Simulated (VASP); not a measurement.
Runs of VASP 6.6.1 on Ni. Symmetry: P6_3/mmc, No. 194, hexagonal system. Conventional cell: a = 2.448 Å, b = 2.448 Å, c = 4.073 Å, α = 90.00°, β = 90.00°, γ = 120.00°. Within 3.2 Å of Ni (site symmetry -6m2) lie 12 Ni at 2.45 to 2.48 Å. 

```tsv
spin	fixed moment (μB)	pressure (GPa)	moment (μB)
collinear, zero start	0.0	(b)	0.00
collinear, ferromagnetic start	1.4	-9.1	1.40
collinear, ferromagnetic start	2.9	2.0	2.90
collinear, ferromagnetic start	0.7	-10.3	0.70
collinear, ferromagnetic start	2.2	-3.7	2.20
collinear, ferromagnetic start	3.6	(a)	3.60
```

Alike in all rows: task single point; level LDA; potentials or basis VASP PAW LDA potentials, release 64 (Ni); cell as given; k mesh 6 × 6 × 3; cutoff (eV) 520; smearing fermi-dirac 0.2 eV.

Problem. Fill in the values left out.

Solution. (a) 12.0; (b) -10.6.

Caveats: all runs use coarse meshes; the total moment is fixed, so each spin has its own Fermi level.
